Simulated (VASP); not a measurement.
Write the native input for VASP 6.6.1 that does the following.

| Quantity | Value |
| --- | --- |
| Task | single point |
| Functional | PBEsol |
| Potentials or basis | VASP PAW PBE potentials, release 64 (Hf_pv) |
| Cutoff | 520 eV |
| k mesh | 14 × 14 × 13 |
| Occupations | fermi-dirac, width 0.1 eV |
| Spin | no spin polarisation |
| Dipole correction | no |
| Further INCAR settings | ALGO = Normal; EDIFF = 1e-06; NBANDS = 17 |

The structure of Hf lies in POSCAR:

```
Hf
1.0
   -3.5795064790      3.5780198814      1.5196987084
    3.5780198814     -3.5795064790      1.5196987084
    1.8937692374      1.8937692374     -1.5224214146
Hf
2
Direct
    0.9999140881      0.0000859119      0.0000000000
    0.7500859119      0.2499140881      0.5000000000
```

The input as run:

INCAR

```
SYSTEM = Hf
ALGO = Normal ; EDIFF = 1E-6
ENCUT = 520 ; GGA = PS
ISIF = 2 ; ISMEAR = -1
LASPH = .True. ; LCHARG = .False.
LREAL = .False. ; LWAVE = .False.
NBANDS = 17 ; NELM = 80
PREC = Accurate ; SIGMA = 0.1
```

KPOINTS

```
k-points
0
Gamma
  14 14 13
  0 0 0
```

Potentials or basis: VASP PAW PBE potentials, release 64 (Hf_pv).

Run with:

```console
$ cat potpaw_PBE.64/Hf_pv/POTCAR > POTCAR
$ mpirun -np 1 vasp_std > vasp.out
```

Results of the run:

The pressure is 4.3 GPa, the largest force is 0.005 eV/Å and the band gap on the k mesh is zero (bands 10 and 11 overlap by 1.74 eV).

Caveat: the cell stands under pressure; the PAW data sets were made with another functional, which shifts forces and pressure a little; spin-orbit coupling is left out, which moves the levels of the heavy elements.

Wall time 11 min on 1 thread of Oxide Virtual Turin-like Processor (shared host), peak memory 0.47 GiB.
